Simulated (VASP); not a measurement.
# Ti (P6_3/mmc) in VASP: further runs, part 2 of 2

VASP 6.6.1. The steps go on from the part before.

## Step 4: Single point, LDA

This run uses another cell than the first one, of 18.69 Å³/atom.

INCAR reads:

```
ALGO = Normal
EDIFF = 1E-7
ENCUT = 520
ISIF = 2
ISMEAR = -1
LASPH = T
LCHARG = F
LREAL = F
LWAVE = F
NBANDS = 19
NELM = 60
PREC = Accurate
SIGMA = 0.05
```

KPOINTS reads:

```
k-points
0
Gamma
  10 10 6
```

POSCAR reads:

```
Ti
1.0
    3.0078578261      0.0000000000      0.0000000000
   -1.5039289131      2.6048812885      0.0000000000
    0.0000000000      0.0000000000      4.7717880089
Ti
2
Direct
    0.6666666667      0.3333333333      0.7500000000
    0.3333333333      0.6666666667      0.2500000000
```

Potentials or basis: VASP PAW LDA potentials, release 64 (Ti_sv).

Command:

```
$ cat potpaw_LDA.64/Ti_sv/POTCAR > POTCAR
$ mpirun -np 1 vasp_std > vasp.out
```

OUTCAR:

```text
EDIFF = 1E-7
   ENCUT = 520
   ISIF = 2
   ISMEAR = -1
   LASPH = T
   LREAL = F
   NELM = 60
   PREC = Accurate

 ion  position               nearest neighbor table
   1  0.667  0.333  0.750-
   2  0.333  0.667  0.250-

  LATTYP: Found a hexagonal cell.
 ALAT       =     3.0078578261
 C/A-ratio  =     1.5864406780

  Lattice vectors:

 A1 = (   3.0078578261,   0.0000000000,   0.0000000000)
 A2 = (  -1.5039289131,   2.6048812885,   0.0000000000)
 A3 = (   0.0000000000,   0.0000000000,   4.7717880089)

Analysis of symmetry for initial positions (statically):
=====================================================================
 Subroutine PRICEL returns:
 Original cell was already a primitive cell.

 Routine SETGRP: Setting up the symmetry group for a
 hexagonal supercell.

 Subroutine GETGRP returns: Found 24 space group operations
 (whereof 12 operations were pure point group operations)
 out of a pool of 24 trial point group operations.

The static configuration has the point symmetry D_3d.
 The point group associated with its full space group is D_6h.

Analysis of symmetry for dynamics (positions and initial velocities):
=====================================================================
 Subroutine PRICEL returns:
 Original cell was already a primitive cell.

 Routine SETGRP: Setting up the symmetry group for a
 hexagonal supercell.

 Subroutine GETGRP returns: Found 24 space group operations
 (whereof 12 operations were pure point group operations)
 out of a pool of 24 trial point group operations.

The dynamic configuration has the point symmetry D_3d.
 The point group associated with its full space group is D_6h.

 Subroutine INISYM returns: Found 24 space group operations
 (whereof 12 operations are pure point group operations),
 and found     1 'primitive' translations

[... 101 lines left out ...]
   ISYM   =      2    0-nonsym 1-usesym 2-fastsym
   POTIM  = 0.5000    time-step for ionic-motion
   TEBEG  =    0.0;   TEEND  =   0.0 temperature during run
   PSTRESS=    0.0 pullay stress
   NELECT =      24.0000    total number of electrons
   NUPDOWN=      -1.0000    fix difference up-down
   EMIN   =  10.00;   EMAX   =-10.00  energy-range for DOS
   EFERMI =   0.00;   METHOD = LEGACY
   ISMEAR =    -1;   SIGMA  =   0.05  broadening in eV -4-tet -1-fermi 0-gaus
   EFERMI_NEDOS =   21; number of points for ismear=-14 and -15
   IALGO  =     38    algorithm
   IMIX   =      4    mixing-type and parameters
     AMIX     =   0.40;   BMIX     =  1.00
     AMIX_MAG =   1.60;   BMIX_MAG =  1.00
  volume/ion in A,a.u.               =      18.69       126.15
  Fermi-wavevector in a.u.,A,eV,Ry     =   1.412222  2.668714 27.135083  1.994372
  Thomas-Fermi vector in A             =   2.533993
   LORBIT       =      0    0 simple, 1 ext, 2 COOP (PROOUT), +10 PAW based schemes
   GGA     = CA    functional components
   LHFCALC =     F    Hartree Fock is set to
   AEXX    =    0.0000 exact exchange contribution
   IVDW    =     0    specifies the selected vdW correction
   LEPSILON=     F    determine dielectric tensor
   LRPA    =     F    only Hartree local field effects (RPA)
 non-spin polarized calculation
  energy-cutoff  :      520.00
  volume of cell :       37.39
 maximum number of plane-waves:      1032
 NGX is ok and might be reduce to    24
   NGX = 11   NGY = 11   NGZ = 17

 number of electron      23.9999996 magnetization

 Free energy of the ion-electron system (eV)
  ---------------------------------------------------
  ext. energy  EPLUGINS =         0.00000000
  ---------------------------------------------------
  free energy    TOTEN  =       -16.84342359 eV

  energy without entropy =      -16.82170517  energy(sigma->0) =      -16.83256438

 E-fermi :   7.3224     XC(G=0): -11.4362

 val. band max:        7.3176553045   @ k =   0.1000   0.1000   0.1667
 cond. band min:       7.3247809244   @ k =   0.0000   0.0000   0.3333
 fundamental gap:      0.0071256199
 Fermi energy:         7.3224075772

 k-point     1 :       0.0000    0.0000    0.0000
  band No.  band energies     occupation
      1     -48.9481      2.00000
      2     -48.8415      2.00000
      3     -25.8530      2.00000
      4     -25.3223      2.00000
      5     -25.3223      2.00000
      6     -25.2786      2.00000
[... 505 lines left out ...]
      6     -25.4434      2.00000
[... 11 lines left out ...]
     18      10.4333      0.00000
     19      11.1000      0.00000

 [... further k-points ...]
[... 5 lines left out ...]
  --------------------------------------------------------------------------------------
  -------------------------------------------------------------------------------------
  Total       -3.3227407     -3.3227407     -3.4788533      0.0000000      0.0000000      0.0000000
  in kB     -142.3903788   -142.3903788   -149.0803208      0.0000000      0.0000000      0.0000000
  external PRESSURE =    -144.6203595 kB  Pullay stress =       0.0000000 kB

 VOLUME and BASIS-vectors are now :
 -----------------------------------------------------------------------------
  energy-cutoff  :      520.00
  volume of cell :       37.39
      direct lattice vectors                 reciprocal lattice vectors
     3.007857826  0.000000000  0.000000000     0.332462522  0.191947327  0.000000000
    -1.503928913  2.604881289  0.000000000     0.000000000  0.383894654  0.000000000
     0.000000000  0.000000000  4.771788009     0.000000000  0.000000000  0.209565052

 POSITION                                       TOTAL-FORCE (eV/Angst)
 -----------------------------------------------------------------------------------
      1.50393      0.86829      3.57884        -0.000000     -0.000000      0.000000
     -0.00000      1.73659      1.19295         0.000000      0.000000      0.000000
 -----------------------------------------------------------------------------------
    total drift:                               -0.000000      0.000000     -0.000000

  FREE ENERGIE OF THE ION-ELECTRON SYSTEM (eV)
  ---------------------------------------------------
  free  energy   TOTEN  =       -16.8434235944 eV

  energy  without entropy=      -16.8217051676  energy(sigma->0) =      -16.83256438
```

stdout:

```text
POSCAR found type information on POSCAR Ti
 POSCAR found :  1 types and       2 ions
 scaLAPACK will be used
 LDA part: xc-table for (Slater(with rela. corr.)+CA(PZ))
 , standard interpolation
 POSCAR, INCAR and KPOINTS ok, starting setup
 FFT: planning ... GRIDC
 FFT: planning ... GRID_SOFT
 FFT: planning ... GRID
 WAVECAR not read
 entering main loop
```

Wall time 45 s (1 thread of Intel Xeon Platinum 8375C at 2.90GHz (Ice Lake), shared host); peak memory 0.15 GiB.

Results:

* Free energy: -16.8434 eV
* Pressure: -14.5 GPa
* Band gap on the k mesh: zero (bands 12 and 13 overlap by 0.92 eV)

Stress tensor (GPa, compression positive):
```
-14.24   0.00   0.00
  0.00 -14.24   0.00
  0.00   0.00 -14.91
```

Levels at points of the mesh, in eV from the Fermi level:
| k point | band 10 | band 11 | band 12 | band 13 | band 14 | band 15 |
| --- | --- | --- | --- | --- | --- | --- |
| (0.00, 0.00, 0.00) | -2.49 | 0.70 | 0.72 | 0.72 | 0.81 | 1.16 |
| (0.50, 0.00, 0.00) | -1.94 | -1.66 | -0.59 | 0.44 | 0.56 | 1.06 |
| (0.00, 0.00, 0.50) | -4.18 | 0.09 | 0.09 | 0.63 | 0.63 | 0.63 |
| (0.50, 0.00, 0.50) | -2.34 | -0.73 | -0.73 | 1.22 | 1.22 | 1.57 |

Caveat: the cell stands under tension.

## Step 5: The runs side by side

| level | potentials or basis | cell | gap on the mesh (eV) | pressure (GPa) |
| --- | --- | --- | --- | --- |
| PBE | VASP PAW PBE potentials, release 64 (Ti_sv) | a = 2.970, b = 2.970, c = 4.711 Å, angles 90.0, 90.0, 120.0°, 2 atoms | none | -3.7 |
| LDA | VASP PAW LDA potentials, release 64 (Ti_sv) | a = 2.989, b = 2.989, c = 4.742 Å, angles 90.0, 90.0, 120.0°, 2 atoms | none | -13.2 |
| LDA | VASP PAW LDA potentials, release 64 (Ti_sv) | a = 3.008, b = 3.008, c = 4.772 Å, angles 90.0, 90.0, 120.0°, 2 atoms | none | -14.5 |

Alike in all rows: task single point; no spin polarisation; k mesh 10 × 10 × 6; cutoff (eV) 520; smearing fermi-dirac 0.05 eV.

Caveats: the cell stands under tension.

Absolute energies hang on the potentials; compare differences alone.
